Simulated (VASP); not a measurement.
# Si4IrPt (P6/mmm) in VASP: notebook

The runs below take Si4IrPt through single point, with PBE.

Program: VASP 6.6.1. These are calculated values, not measurements. Logs are shortened: lines on timing, memory, paths and dates and some standing lists are left out, and cuts for length are marked.

**1. The cell of the first run**

Symmetry: P6/mmm, No. 191, hexagonal system. The conventional cell has a = 4.390 Å, b = 4.390 Å, c = 9.191 Å, α = 90.00°, β = 90.00°, γ = 120.00°. Si (site symmetry 6mm) has 1 Pt at 2.21 Å and 1 Ir at 2.38 Å within 2.9 Å. Si (site symmetry -6m2) has 3 Ir at 2.53 Å and 3 Si at 2.53 Å within 3.3 Å. Ir (site symmetry 6/mmm) has 8 Si at 2.38 to 2.53 Å within 3.2 Å. Pt (site symmetry 6/mmm) has 2 Si at 2.21 Å within 2.9 Å.

**2. Single point, PBE**

Contents of INCAR:

```
PREC = Accurate
ENCUT = 520
EDIFF = 1E-7
ISMEAR = 0
SIGMA = 0.1
LREAL = False
LASPH = True
NELM = 60
ALGO = Normal
ISIF = 2
LWAVE = False
LCHARG = False
GGA = PE
NBANDS = 26
```

Contents of KPOINTS:

```
regular mesh
0
Gamma
  6 6 2
```

Contents of POSCAR:

```
Si4IrPt
1.0
    4.3897002251     -0.0000000027      0.0000000000
   -2.1948501102      3.8015919113      0.0000000000
    0.0000000000      0.0000000000      9.1912111686
Si Ir Pt
4 1 1
Direct
    0.0000000000      0.0000000000      0.7594722724
    0.0000000000      0.0000000000      0.2405277276
    0.3333333333      0.6666666667      0.5000000000
    0.6666666667      0.3333333333      0.5000000000
    0.0000000000      0.0000000000      0.5000000000
    0.0000000000      0.0000000000      0.0000000000
```

Potentials or basis: VASP PAW PBE potentials, release 64 (Si, Ir, Pt).

Launch:

```bash
cat potpaw_PBE.64/Si/POTCAR potpaw_PBE.64/Ir/POTCAR potpaw_PBE.64/Pt/POTCAR > POTCAR
mpirun -np 1 vasp_std > vasp.out
```

OUTCAR:

```text
PREC = Accurate
   ENCUT = 520
   EDIFF = 1E-7
   ISMEAR = 0
   LREAL = False
   LASPH = True
   NELM = 60
   ISIF = 2
   GGA = PE

 ion  position               nearest neighbor table
   1  0.000  0.000  0.759-   6 2.21   5 2.38
   2  0.000  0.000  0.241-   6 2.21   5 2.38
   3  0.333  0.667  0.500-   5 2.53   4 2.53   4 2.53   5 2.53   5 2.53   4 2.53
   4  0.667  0.333  0.500-   5 2.53   3 2.53   3 2.53   5 2.53   5 2.53   3 2.53
   5  0.000  0.000  0.500-   2 2.38   1 2.38   3 2.53   4 2.53   4 2.53   3 2.53   4 2.53   3 2.53

   6  0.000  0.000  0.000-   1 2.21   2 2.21

  LATTYP: Found a hexagonal cell.
 ALAT       =     4.3897002251
 C/A-ratio  =     2.0938129479

  Lattice vectors:

 A1 = (   4.3897002251,  -0.0000000027,   0.0000000000)
 A2 = (  -2.1948501102,   3.8015919113,   0.0000000000)
 A3 = (   0.0000000000,   0.0000000000,   9.1912111686)

Analysis of symmetry for initial positions (statically):
=====================================================================
 Subroutine PRICEL returns:
 Original cell was already a primitive cell.

 Routine SETGRP: Setting up the symmetry group for a
 hexagonal supercell.

 Subroutine GETGRP returns: Found 24 space group operations
 (whereof 24 operations were pure point group operations)
 out of a pool of 24 trial point group operations.

The static configuration has the point symmetry D_6h.

Analysis of symmetry for dynamics (positions and initial velocities):
=====================================================================
 Subroutine PRICEL returns:
 Original cell was already a primitive cell.

 Routine SETGRP: Setting up the symmetry group for a
 hexagonal supercell.

 Subroutine GETGRP returns: Found 24 space group operations
 (whereof 24 operations were pure point group operations)
 out of a pool of 24 trial point group operations.

The dynamic configuration has the point symmetry D_6h.

 Subroutine INISYM returns: Found 24 space group operations
 (whereof 24 operations are pure point group operations),
 and found     1 'primitive' translations

----------------------------------------------------------------------------------------

                                     Primitive cell

  volume of cell :     153.3815

  direct lattice vectors                    reciprocal lattice vectors
     4.389700225 -0.000000003  0.000000000     0.227805989  0.131523849  0.000000000
    -2.194850110  3.801591911  0.000000000     0.000000000  0.263047698  0.000000000
     0.000000000  0.000000000  9.191211169     0.000000000  0.000000000  0.108799589

  length of vectors
     4.389700225  4.389700225  9.191211169     0.263047698  0.263047698  0.108799589

  position of ions in fractional coordinates (direct lattice)
     0.000000000  0.000000000  0.759472272
     0.000000000  0.000000000  0.240527728
     0.333333333  0.666666667  0.500000000
     0.666666667  0.333333333  0.500000000
     0.000000000  0.000000000  0.500000000
     0.000000000  0.000000000  0.000000000

  ion indices of the primitive-cell ions
   primitive index   ion index
                 1           1
                 2           2
                 3           3
                 4           4
                 5           5
                 6           6

----------------------------------------------------------------------------------------

 KPOINTS: regular mesh

Automatic generation of k-mesh.
 Grid dimensions read from file:
 generate k-points for:    6    6    2

 Generating k-lattice:

  Cartesian coordinates                     Fractional coordinates (reciprocal lattice)
     0.037967665  0.021920641  0.000000000     0.166666667  0.000000000  0.000000000
     0.000000000  0.043841283  0.000000000     0.000000000  0.166666667  0.000000000
     0.000000000  0.000000000  0.054399795     0.000000000  0.000000000  0.500000000

  Length of vectors
     0.043841283  0.043841283  0.054399795

  Shift w.r.t. Gamma in fractional coordinates (k-lattice)
     0.000000000  0.000000000  0.000000000

 Subroutine IBZKPT returns following result:
 ===========================================

 Found     14 irreducible k-points:

 Following reciprocal coordinates:
            Coordinates               Weight
  0.000000  0.000000  0.000000      1.000000
  0.166667  0.000000  0.000000      6.000000
  0.333333  0.000000  0.000000      6.000000
  0.500000  0.000000  0.000000      3.000000
  0.166667  0.166667  0.000000      6.000000
  0.333333  0.166667  0.000000     12.000000
  0.333333  0.333333  0.000000      2.000000
  0.000000  0.000000  0.500000      1.000000
  0.166667  0.000000  0.500000      6.000000
  0.333333  0.000000  0.500000      6.000000
  0.500000  0.000000  0.500000      3.000000
  0.166667  0.166667  0.500000      6.000000
  0.333333  0.166667  0.500000     12.000000
  0.333333  0.333333  0.500000      2.000000
   k-points           NKPTS =     14   k-points in BZ     NKDIM =     14   number of bands    NBANDS=     26
   number of dos      NEDOS =    301   number of ions     NIONS =      6
   total plane-waves  NPLWV =  90720
   dimension x,y,z NGX =    36 NGY =   36 NGZ =   70
   dimension x,y,z NGXF=    72 NGYF=   72 NGZF=  140
   ions per type =               4   1   1
   NGX,Y,Z   is equivalent  to a cutoff of  13.63, 13.63, 12.66 a.u.
   NGXF,Y,Z  is equivalent  to a cutoff of  27.27, 27.27, 25.32 a.u.
 SYSTEM =  unknown system
   PREC   = accura    normal or accurate (medium, high low for compatibility)
   ISTART =      0    job   : 0-new  1-cont  2-samecut
   ICHARG =      2    charge: 1-file 2-atom 10-const
   ISPIN  =      1    spin polarized calculation?
   LNONCOLLINEAR =      F non collinear calculations
   LSORBIT =      F    spin-orbit coupling
   LASPH  =      T    aspherical Exc in radial PAW
   ENCUT  =  520.0 eV  38.22 Ry    6.18 a.u.   8.16  8.16 17.09*2*pi/ulx,y,z
   NELM   =     60;   NELMIN=  2; NELMDL= -5     # of ELM steps
   EDIFF  = 0.1E-06   stopping-criterion for ELM
   LREAL  =      F    real-space projection
   EDIFFG = 0.1E-05   stopping-criterion for IOM
   NSW    =      0    number of steps for IOM
   IBRION =     -1    ionic relax: 0-MD 1-quasi-New 2-CG
   NFREE  =      0    steps in history (QN), initial steepest desc. (CG)
   ISIF   =      2    stress and relaxation
   ISYM   =      2    0-nonsym 1-usesym 2-fastsym
   POTIM  = 0.5000    time-step for ionic-motion
   TEBEG  =    0.0;   TEEND  =   0.0 temperature during run
   PSTRESS=    0.0 pullay stress
   NELECT =      35.0000    total number of electrons
   NUPDOWN=      -1.0000    fix difference up-down
   EMIN   =  10.00;   EMAX   =-10.00  energy-range for DOS
   EFERMI =   0.00;   METHOD = LEGACY
   ISMEAR =     0;   SIGMA  =   0.10  broadening in eV -4-tet -1-fermi 0-gaus
   EFERMI_NEDOS =   21; number of points for ismear=-14 and -15
   IALGO  =     38    algorithm
   IMIX   =      4    mixing-type and parameters
     AMIX     =   0.40;   BMIX     =  1.00
     AMIX_MAG =   1.60;   BMIX_MAG =  1.00
  volume/ion in A,a.u.               =      25.56       172.51
  Fermi-wavevector in a.u.,A,eV,Ry     =   1.000399  1.890480 13.616679  1.000798
  Thomas-Fermi vector in A             =   2.132753
   LORBIT       =      0    0 simple, 1 ext, 2 COOP (PROOUT), +10 PAW based schemes
   GGA     = PE    functional components
   LHFCALC =     F    Hartree Fock is set to
   AEXX    =    0.0000 exact exchange contribution
   IVDW    =     0    specifies the selected vdW correction
   LEPSILON=     F    determine dielectric tensor
   LRPA    =     F    only Hartree local field effects (RPA)
 non-spin polarized calculation
 Gauss-broadening in eV      SIGMA  =   0.10
  energy-cutoff  :      520.00
  volume of cell :      153.38
 maximum number of plane-waves:      4158
 NGX is ok and might be reduce to    36
   NGX = 17   NGY = 17   NGZ = 35

 number of electron      35.0000002 magnetization

 Free energy of the ion-electron system (eV)
  ---------------------------------------------------
  ext. energy  EPLUGINS =         0.00000000
  ---------------------------------------------------
  free energy    TOTEN  =       -32.66295043 eV

  energy without entropy =      -32.64202687  energy(sigma->0) =      -32.65248865

 E-fermi :   3.9975     XC(G=0):  -8.8701

 val. band max:        3.9967229276   @ k =   0.5000   0.0000   0.0000
 cond. band min:       4.0168336657   @ k =   0.1667   0.1667   0.0000
 fundamental gap:      0.0201107381
 Fermi energy:         3.9974671945

 k-point     1 :       0.0000    0.0000    0.0000
  band No.  band energies     occupation
      1      -8.5335      2.00000
      2      -4.8195      2.00000
      3      -3.9674      2.00000
      4      -2.5559      2.00000
      5      -2.5559      2.00000
      6      -1.8406      2.00000
[... 18 lines left out ...]
     25       6.9815      0.00000
     26       6.9843      0.00000

 k-point     2 :       0.1667    0.0000    0.0000
  band No.  band energies     occupation
      1      -8.2179      2.00000
      2      -4.7652      2.00000
      3      -3.8143      2.00000
      4      -3.2040      2.00000
      5      -2.3178      2.00000
      6      -1.8237      2.00000
[... 18 lines left out ...]
     25       6.8988      0.00000
     26       7.2417      0.00000

 k-point     3 :       0.3333    0.0000    0.0000
  band No.  band energies     occupation
      1      -7.3128      2.00000
      2      -4.7760      2.00000
      3      -4.3108      2.00000
      4      -3.4193      2.00000
      5      -1.8164      2.00000
      6      -1.6244      2.00000
[... 282 lines left out ...]
 k-point    13 :       0.3333    0.1667    0.5000
  band No.  band energies     occupation
      1      -6.4527      2.00000
      2      -5.0791      2.00000
      3      -4.3193      2.00000
      4      -4.1372      2.00000
      5      -2.1729      2.00000
      6      -1.4045      2.00000
[... 18 lines left out ...]
     25       8.9004      0.00000
     26       8.9445      0.00000

 k-point    14 :       0.3333    0.3333    0.5000
  band No.  band energies     occupation
      1      -5.3920      2.00000
      2      -5.3920      2.00000
      3      -4.8331      2.00000
      4      -4.2477      2.00000
      5      -2.7459      2.00000
      6      -1.0828      2.00000
[... 18 lines left out ...]
     25       7.6931      0.00000
     26       9.4137      0.00000

------------------------ aborting loop because EDIFF is reached ----------------------------------------

  FORCE on cell =-STRESS in cart. coord.  units (eV):
  Direction    XX          YY          ZZ          XY          YZ          ZX
  --------------------------------------------------------------------------------------
  -------------------------------------------------------------------------------------
  Total        0.0184436      0.0184436      0.2881626      0.0000000     -0.0000000     -0.0000000
  in kB        0.1926567      0.1926567      3.0100593      0.0000000     -0.0000000     -0.0000000
  external PRESSURE =       1.1317909 kB  Pullay stress =       0.0000000 kB

 VOLUME and BASIS-vectors are now :
 -----------------------------------------------------------------------------
  energy-cutoff  :      520.00
  volume of cell :      153.38
      direct lattice vectors                 reciprocal lattice vectors
     4.389700225 -0.000000003  0.000000000     0.227805989  0.131523849  0.000000000
    -2.194850110  3.801591911  0.000000000     0.000000000  0.263047698  0.000000000
     0.000000000  0.000000000  9.191211169     0.000000000  0.000000000  0.108799589

 POSITION                                       TOTAL-FORCE (eV/Angst)
 -----------------------------------------------------------------------------------
      0.00000      0.00000      6.98047        -0.000000      0.000000     -0.043572
      0.00000      0.00000      2.21074         0.000000      0.000000      0.043572
      0.00000      2.53439      4.59561         0.000000     -0.000000     -0.000000
      2.19485      1.26720      4.59561        -0.000000      0.000000     -0.000000
      0.00000      0.00000      4.59561        -0.000000      0.000000     -0.000000
      0.00000      0.00000      0.00000        -0.000000      0.000000     -0.000000
 -----------------------------------------------------------------------------------
    total drift:                                0.000000     -0.000000      0.000000

  FREE ENERGIE OF THE ION-ELECTRON SYSTEM (eV)
  ---------------------------------------------------
  free  energy   TOTEN  =       -32.6629504295 eV

  energy  without entropy=      -32.6420268735  energy(sigma->0) =      -32.65248865
```

It took 31 s on 1 thread of Intel Xeon 6975P-C (Granite Rapids), shared host; peak memory 0.3 GiB.

Results:

```yaml
Free_energy: -32.6630 eV
Pressure: 0.1 GPa
Largest_force: 0.044 eV/Å
```

Forces in eV/Å, atoms in the order of the input:
```
Si   0.000  0.000 -0.044
Si   0.000  0.000  0.044
Si   0.000  0.000  0.000
Si   0.000  0.000  0.000
Ir   0.000  0.000  0.000
Pt   0.000  0.000  0.000
```

Stress tensor (GPa, compression positive):
```
0.02 0.00 0.00
0.00 0.02 0.00
0.00 0.00 0.30
```

Levels at points of the mesh, in eV from the Fermi level:
```csv
k point,band 15,band 16,band 17,band 18,band 19,band 20,band 21,band 22
"(0.00, 0.00, 0.00)",-1.20,-1.06,-1.06,0.76,1.10,1.91,1.91,2.05
"(0.50, 0.00, 0.00)",-1.22,-0.91,-0.88,0.00,0.25,0.71,0.72,2.12
"(0.00, 0.00, 0.50)",-1.20,-0.83,-0.83,-0.08,1.66,1.66,1.91,1.91
"(0.50, 0.00, 0.50)",-0.91,-0.87,-0.62,0.28,0.37,0.42,1.07,1.29
```

Caveat: spin-orbit coupling is left out, which moves the levels of the heavy elements.

(Part 1 of 2 ends here.)
